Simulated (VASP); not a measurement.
# HC18S in VASP: single point with PBEsol

Aim: the single point of HC18S with PBEsol.

Everything below comes from runs of VASP 6.6.1. Logs are shortened: lines on timing, memory, paths and dates and some standing lists are left out, and cuts for length are marked.

**1. The cell of the first run**

The cell holds a slab with vacuum, 20 atoms: a = 7.398 Å, b = 7.398 Å, c = 13.000 Å, α = 90.00°, β = 90.00°, γ = 120.00°.

**2. Single point, PBEsol, collinear spin**

Input file INCAR:

```
  PREC = Accurate
  ENCUT = 520
  EDIFF = 1E-6
  ISMEAR = 0
  SIGMA = 0.02
  LREAL = Auto
  LASPH = T
  NELM = 150
  ALGO = Normal
  ISIF = 2
  LWAVE = F
  LCHARG = F
  ISPIN = 2
  MAGMOM = 0 0 0 0 0 0 0 0 0 0 0 0 0 0 0 0 0 0 1 0
  LORBIT = 11
  GGA = PS
  NBANDS = 60
```

Input file KPOINTS:

```
regular mesh
0
Gamma
  2 2 1
```

Input file POSCAR:

```
HC18S
1.0
    7.3980000000      0.0000000000      0.0000000000
   -3.6990000000      6.4068560000      0.0000000000
    0.0000000000      0.0000000000     13.0000000000
C S H
18 1 1
Direct
    0.0081317277      0.0047634281      0.0725300772
    0.2298923407      0.1159376959      0.0709429388
    0.0077850370      0.3385793644      0.0720728558
    0.2297272317      0.4492559999      0.0711791607
    0.0076186578      0.6716839647      0.0708699040
    0.2299657988      0.7829133543      0.0710139083
    0.3409247650      0.0048678540      0.0706486679
    0.5630351472      0.1159823323      0.0710105492
    0.3409038195      0.3382261670      0.0711217829
    0.5633044612      0.4496001532      0.0711533885
    0.3410831487      0.6716518891      0.0708569554
    0.5630442603      0.7826423419      0.0712699565
    0.6736191761      0.0047561510      0.0727306509
    0.8965885437      0.1161799375      0.0753242714
    0.6743245895      0.3381991082      0.0711446072
    0.8965346507      0.4492272846      0.0712022121
    0.6743617091      0.6717375598      0.0714699191
    0.8966679680      0.7827399792      0.0712522649
    0.8684032398      0.0668346523      0.2969619256
    0.9653093275      0.2765791827      0.3106291036
```

Potentials or basis: VASP PAW PBE potentials, release 64 (C, S, H).

Command:

```console
> cat potpaw_PBE.64/C/POTCAR potpaw_PBE.64/S/POTCAR potpaw_PBE.64/H/POTCAR > POTCAR
> mpirun -np 1 vasp_std > vasp.out
```

OUTCAR:

```text
PREC = Accurate
   ENCUT = 520
   EDIFF = 1E-6
   ISMEAR = 0
   LREAL = Auto
   LASPH = T
   NELM = 150
   ISIF = 2
   ISPIN = 2
   LORBIT = 11
   GGA = PS

 ion  position               nearest neighbor table
   1  0.008  0.005  0.073-   2 1.42  18 1.42  14 1.43
   2  0.230  0.116  0.071-   1 1.42   7 1.42   9 1.42
   3  0.008  0.339  0.072-  16 1.42   4 1.42  14 1.43
   4  0.230  0.449  0.071-   3 1.42   9 1.42  11 1.42
   5  0.008  0.672  0.071-  18 1.42   6 1.42  16 1.43
   6  0.230  0.783  0.071-   7 1.42   5 1.42  11 1.42
[... 10 lines left out ...]
  17  0.674  0.672  0.071-  10 1.42  12 1.42  18 1.42
  18  0.897  0.783  0.071-   5 1.42   1 1.42  17 1.42
  19  0.868  0.067  0.297-  20 1.36
  20  0.965  0.277  0.311-  19 1.36

  LATTYP: Found a hexagonal cell.
 ALAT       =     7.3980000000
 C/A-ratio  =     1.7572316842

  Lattice vectors:

 A1 = (   7.3980000000,   0.0000000000,   0.0000000000)
 A2 = (  -3.6990000000,   6.4068560000,   0.0000000000)
 A3 = (   0.0000000000,   0.0000000000,  13.0000000000)

Analysis of symmetry for initial positions (statically):
=====================================================================
 Subroutine PRICEL returns:
 Original cell was already a primitive cell.

 Routine SETGRP: Setting up the symmetry group for a
 hexagonal supercell.

 Subroutine GETGRP returns: Found  1 space group operations
 (whereof  1 operations were pure point group operations)
 out of a pool of 24 trial point group operations.

The static configuration has the point symmetry C_1 .

Analysis of symmetry for dynamics (positions and initial velocities):
=====================================================================
 Subroutine PRICEL returns:
 Original cell was already a primitive cell.

 Routine SETGRP: Setting up the symmetry group for a
 hexagonal supercell.

 Subroutine GETGRP returns: Found  1 space group operations
 (whereof  1 operations were pure point group operations)
 out of a pool of 24 trial point group operations.

The dynamic configuration has the point symmetry C_1 .

Analysis of structural, dynamic, and magnetic symmetry:
=====================================================================
 Subroutine PRICEL returns:
 Original cell was already a primitive cell.

 Routine SETGRP: Setting up the symmetry group for a
 hexagonal supercell.

 Subroutine GETGRP returns: Found  1 space group operations
 (whereof  1 operations were pure point group operations)
 out of a pool of 24 trial point group operations.

The overall configuration has the point symmetry C_1 .

 Subroutine INISYM returns: Found  1 space group operations
 (whereof  1 operations are pure point group operations),
 and found     1 'primitive' translations

----------------------------------------------------------------------------------------

                                     Primitive cell

  volume of cell :     616.1730

  direct lattice vectors                    reciprocal lattice vectors
     7.398000000  0.000000000  0.000000000     0.135171668  0.078041398  0.000000000
    -3.699000000  6.406856000  0.000000000     0.000000000  0.156082796  0.000000000
     0.000000000  0.000000000 13.000000000     0.000000000  0.000000000  0.076923077

  length of vectors
     7.398000000  7.398000054 13.000000000     0.156082797  0.156082796  0.076923077

  position of ions in fractional coordinates (direct lattice)
     0.008131728  0.004763428  0.072530077
     0.229892341  0.115937696  0.070942939
     0.007785037  0.338579364  0.072072856
     0.229727232  0.449256000  0.071179161
     0.007618658  0.671683965  0.070869904
     0.229965799  0.782913354  0.071013908
[... 12 lines left out ...]
     0.868403240  0.066834652  0.296961926
     0.965309328  0.276579183  0.310629104

  ion indices of the primitive-cell ions
   primitive index   ion index
                 1           1
                 2           2
                 3           3
                 4           4
                 5           5
                 6           6
[... 12 lines left out ...]
                19          19
                20          20

----------------------------------------------------------------------------------------

 KPOINTS: regular mesh

Automatic generation of k-mesh.
 Grid dimensions read from file:
 generate k-points for:    2    2    1

 Generating k-lattice:

  Cartesian coordinates                     Fractional coordinates (reciprocal lattice)
     0.067585834  0.039020699  0.000000000     0.500000000 -0.000000000  0.000000000
     0.000000000  0.078041398  0.000000000     0.000000000  0.500000000  0.000000000
     0.000000000  0.000000000  0.076923077     0.000000000  0.000000000  1.000000000

  Length of vectors
     0.078041399  0.078041398  0.076923077

  Shift w.r.t. Gamma in fractional coordinates (k-lattice)
     0.000000000  0.000000000  0.000000000

 Subroutine IBZKPT returns following result:
 ===========================================

 Found      4 irreducible k-points:

 Following reciprocal coordinates:
            Coordinates               Weight
  0.000000  0.000000  0.000000      1.000000
  0.500000  0.000000  0.000000      1.000000
  0.000000  0.500000  0.000000      1.000000
  0.500000  0.500000  0.000000      1.000000
   k-points           NKPTS =      4   k-points in BZ     NKDIM =      4   number of bands    NBANDS=     60
   number of dos      NEDOS =    301   number of ions     NIONS =     20
   total plane-waves  NPLWV = 307328
   dimension x,y,z NGX =    56 NGY =   56 NGZ =   98
   dimension x,y,z NGXF=   112 NGYF=  112 NGZF=  196
   ions per type =              18   1   1
   NGX,Y,Z   is equivalent  to a cutoff of  12.58, 12.58, 12.53 a.u.
   NGXF,Y,Z  is equivalent  to a cutoff of  25.17, 25.17, 25.06 a.u.
 SYSTEM =  unknown system
   PREC   = accura    normal or accurate (medium, high low for compatibility)
   ISTART =      0    job   : 0-new  1-cont  2-samecut
   ICHARG =      2    charge: 1-file 2-atom 10-const
   ISPIN  =      2    spin polarized calculation?
   LNONCOLLINEAR =      F non collinear calculations
   LSORBIT =      F    spin-orbit coupling
   LASPH  =      T    aspherical Exc in radial PAW
   ENCUT  =  520.0 eV  38.22 Ry    6.18 a.u.  13.76 13.76 24.17*2*pi/ulx,y,z
   NELM   =    150;   NELMIN=  2; NELMDL= -5     # of ELM steps
   EDIFF  = 0.1E-05   stopping-criterion for ELM
   LREAL  =      T    real-space projection
   EDIFFG = 0.1E-04   stopping-criterion for IOM
   NSW    =      0    number of steps for IOM
   IBRION =     -1    ionic relax: 0-MD 1-quasi-New 2-CG
   NFREE  =      0    steps in history (QN), initial steepest desc. (CG)
   ISIF   =      2    stress and relaxation
   ISYM   =      2    0-nonsym 1-usesym 2-fastsym
   POTIM  = 0.5000    time-step for ionic-motion
   TEBEG  =    0.0;   TEEND  =   0.0 temperature during run
   PSTRESS=    0.0 pullay stress
   NELECT =      79.0000    total number of electrons
   NUPDOWN=      -1.0000    fix difference up-down
   EMIN   =  10.00;   EMAX   =-10.00  energy-range for DOS
   EFERMI =   0.00;   METHOD = LEGACY
   ISMEAR =     0;   SIGMA  =   0.02  broadening in eV -4-tet -1-fermi 0-gaus
   EFERMI_NEDOS =   21; number of points for ismear=-14 and -15
   IALGO  =     38    algorithm
   IMIX   =      4    mixing-type and parameters
     AMIX     =   0.40;   BMIX     =  1.00
     AMIX_MAG =   1.60;   BMIX_MAG =  1.00
  volume/ion in A,a.u.               =      30.81       207.91
  Fermi-wavevector in a.u.,A,eV,Ry     =   0.825499  1.559966  9.271661  0.681448
  Thomas-Fermi vector in A             =   1.937368
   LORBIT       =     11    0 simple, 1 ext, 2 COOP (PROOUT), +10 PAW based schemes
   GGA     = PS    functional components
   LHFCALC =     F    Hartree Fock is set to
   AEXX    =    0.0000 exact exchange contribution
   IVDW    =     0    specifies the selected vdW correction
   LEPSILON=     F    determine dielectric tensor
   LRPA    =     F    only Hartree local field effects (RPA)
 spin polarized calculation
 Gauss-broadening in eV      SIGMA  =   0.02
  energy-cutoff  :      520.00
  volume of cell :      616.17
 maximum number of plane-waves:     16651
 NGX is ok and might be reduce to    56
   NGX = 27   NGY = 27   NGZ = 49

 number of electron      79.0000000 magnetization       0.5024403

 Free energy of the ion-electron system (eV)
  ---------------------------------------------------
  ext. energy  EPLUGINS =         0.00000000
  ---------------------------------------------------
  free energy    TOTEN  =      -179.36314750 eV

  energy without entropy =     -179.35947248  energy(sigma->0) =     -179.36130999

 E-fermi :  -2.2839     XC(G=0):  -3.9447

 val. band max:       -2.3233567923   @ k =   0.0000   0.0000   0.0000
 cond. band min:      -2.2825390620   @ k =   0.5000   0.0000   0.0000
 fundamental gap:      0.0408177302
 Fermi energy:        -2.2839241375

 spin component 1

 k-point     1 :       0.0000    0.0000    0.0000
  band No.  band energies     occupation
      1     -21.7572      1.00000
      2     -19.2042      1.00000
      3     -19.1826      1.00000
      4     -19.1700      1.00000
      5     -19.1646      1.00000
      6     -19.1618      1.00000
[... 43 lines left out ...]
     50       2.6948      0.00000
     51       3.2126      0.00000
[... 160 lines left out ...]
     50       3.9374      0.00000
     51       4.0320      0.00000
 Fermi energy:        -2.2839241375

 spin component 2

 k-point     1 :       0.0000    0.0000    0.0000
  band No.  band energies     occupation
      1     -21.7620      1.00000
      2     -19.1967      1.00000
      3     -19.1920      1.00000
      4     -19.1875      1.00000
      5     -19.1823      1.00000
      6     -19.1582      1.00000
[... 43 lines left out ...]
     50       2.7059      0.00000
     51       3.2797      0.00000
[... 160 lines left out ...]
     50       4.0204      0.00000
     51       4.0551      0.00000
 [bands above 51 left out]

------------------------ aborting loop because EDIFF is reached ----------------------------------------

  FORCE on cell =-STRESS in cart. coord.  units (eV):
  Direction    XX          YY          ZZ          XY          YZ          ZX
  --------------------------------------------------------------------------------------
  -------------------------------------------------------------------------------------
  Total       -2.7159268     -3.1855669     -0.1600366      0.0225769     -0.0145404     -0.0017375
  in kB       -7.0619721     -8.2831337     -0.4161282      0.0587046     -0.0378082     -0.0045179
  external PRESSURE =      -5.2537447 kB  Pullay stress =       0.0000000 kB

 VOLUME and BASIS-vectors are now :
 -----------------------------------------------------------------------------
  energy-cutoff  :      520.00
  volume of cell :      616.17
      direct lattice vectors                 reciprocal lattice vectors
     7.398000000  0.000000000  0.000000000     0.135171668  0.078041398  0.000000000
    -3.699000000  6.406856000  0.000000000     0.000000000  0.156082796  0.000000000
     0.000000000  0.000000000 13.000000000     0.000000000  0.000000000  0.076923077

 POSITION                                       TOTAL-FORCE (eV/Angst)
 -----------------------------------------------------------------------------------
      0.04254      0.03052      0.94289         0.001355     -0.006313     -0.005146
      1.27189      0.74280      0.92226        -0.002416     -0.003162     -0.002335
     -1.19481      2.16923      0.93695        -0.003824      0.010315      0.005561
      0.03772      2.87832      0.92533         0.004017     -0.005259      0.000233
     -2.42820      4.30338      0.92131        -0.003383      0.010298      0.001457
     -1.19471      5.01601      0.92318         0.003159     -0.006002     -0.000806
[... 12 lines left out ...]
      6.17723      0.42820      3.86051        -0.000163      0.064280      0.009461
      6.11829      1.77200      4.03818         0.002296     -0.066216     -0.007876
 -----------------------------------------------------------------------------------
    total drift:                               -0.012887      0.016155     -0.003739

  FREE ENERGIE OF THE ION-ELECTRON SYSTEM (eV)
  ---------------------------------------------------
  free  energy   TOTEN  =      -179.3631475019 eV

  energy  without entropy=     -179.3594724777  energy(sigma->0) =     -179.36130999

 total charge

# of ion       s       p       d       tot
------------------------------------------
    1        0.860   1.772   0.000   2.632
    2        0.858   1.784   0.000   2.642
    3        0.858   1.784   0.000   2.642
    4        0.858   1.782   0.000   2.640
    5        0.859   1.776   0.000   2.635
    6        0.859   1.780   0.000   2.638
[... 12 lines left out ...]
   19        1.350   2.309   0.000   3.659
   20        0.549   0.036   0.000   0.585
--------------------------------------------------
tot         17.355  34.354   0.000  51.710

 magnetization (x)

# of ion       s       p       d       tot
------------------------------------------
    1        0.002   0.026   0.000   0.028
    2       -0.003  -0.041   0.000  -0.044
    3        0.003   0.051   0.000   0.055
    4       -0.003  -0.041   0.000  -0.043
    5        0.002   0.016   0.000   0.017
    6       -0.002  -0.025   0.000  -0.026
[... 12 lines left out ...]
   19        0.008   0.317   0.000   0.325
   20       -0.006   0.002   0.000  -0.004
--------------------------------------------------
tot          0.004   0.282   0.000   0.285
```

Run time: 7.9 min. Hardware: 1 thread of AMD EPYC 9R45 (Zen 5), shared host; peak memory 0.93 GiB.

Results:

```
Free energy                                           : -179.3631 eV
Largest force                                         : 0.067 eV/Å
Net moment                                            : 0.50 μB per cell
Site moments                                          : C +0.03, -0.04, +0.06, +0.02, -0.03, +0.05, -0.01 (each value once); S +0.33; H -0.00 μB
Valence electrons inside the program's atomic spheres : C 2.63, 2.64, 2.62 (each value once); S 3.66; H 0.58
```

Forces on the atoms (eV/Å):
```
C    0.001 -0.006 -0.005
C   -0.002 -0.003 -0.002
C   -0.004  0.010  0.006
C    0.004 -0.005  0.000
C   -0.003  0.010  0.001
C    0.003 -0.006 -0.001
C   -0.002  0.009  0.000
C    0.005 -0.004 -0.005
C   -0.003  0.003  0.003
C   -0.003  0.003  0.000
C    0.002  0.003 -0.001
C    0.006  0.001 -0.002
C    0.002 -0.005 -0.002
C    0.000  0.003  0.012
C   -0.003 -0.007 -0.001
C    0.005 -0.008  0.000
C   -0.004  0.003  0.000
C   -0.007  0.001 -0.004
S    0.000  0.064  0.009
H    0.002 -0.066 -0.008
```

Caveat: the k points lie up to 0.49 Å⁻¹ apart; there is no dipole correction, which matters where the two faces differ; the PAW data sets were made with another functional, which shifts forces and pressure a little.
